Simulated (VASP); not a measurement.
Here is a VASP 6.6.1 calculation.

POSCAR

```
Zn
1.0
    2.7045370196     -1.2839851326      0.0000000000
    2.7045370196      1.2839851326      0.0000000000
    0.0000000000      0.0000000000      8.7854553578
Zn
4
Direct
    0.7496950260      0.2503049740      0.1250007474
    0.7503049740      0.2496950260      0.6250007474
    0.2503049740      0.7496950260      0.8749992526
    0.2496950260      0.7503049740      0.3749992526
```

File INCAR.step1:

```
SYSTEM = Zn
PREC = Accurate
ENCUT = 520
ISMEAR = 0
SIGMA = 0.1
LREAL = .False.
LASPH = .True.
NELM = 60
NBANDS = 32
GGA = PE
ALGO = Normal
EDIFF = 1E-4
LWAVE = .True.
LCHARG = .False.
```

Contents of INCAR.step2:

```
SYSTEM = Zn
PREC = Accurate
ENCUT = 520
EDIFF = 1E-7
ISMEAR = 0
SIGMA = 0.1
LREAL = .False.
LASPH = .True.
NELM = 60
ALGO = Normal
ISIF = 2
LWAVE = .False.
LCHARG = .False.
METAGGA = R2SCAN
LMIXTAU = .True.
NBANDS = 32
ISTART = 1
```

KPOINTS

```
Automatic mesh
0
Gamma
  6 6 4
  0 0 0
```

Potentials or basis: VASP PAW PBE potentials, release 64 (Zn).

Launch:

```console
$ cat potpaw_PBE.64/Zn/POTCAR > POTCAR
$ cp INCAR.step1 INCAR
$ mpirun -np 1 vasp_std > vasp.out
$ cp INCAR.step2 INCAR
$ mpirun -np 1 vasp_std > vasp.out
```

Predict the pressure.

0.6 GPa.

Predict the band gap on the k mesh.

zero (bands 24 and 25 overlap by 4.01 eV).

Stress tensor (GPa, compression positive):
```
0.19 0.00 0.00
0.00 0.85 0.00
0.00 0.00 0.74
```

Caveat: the k points lie up to 0.45 Å⁻¹ apart, too coarse for converged energies and pressures of a metal; the PAW data sets were made with another functional, which shifts forces and pressure a little.
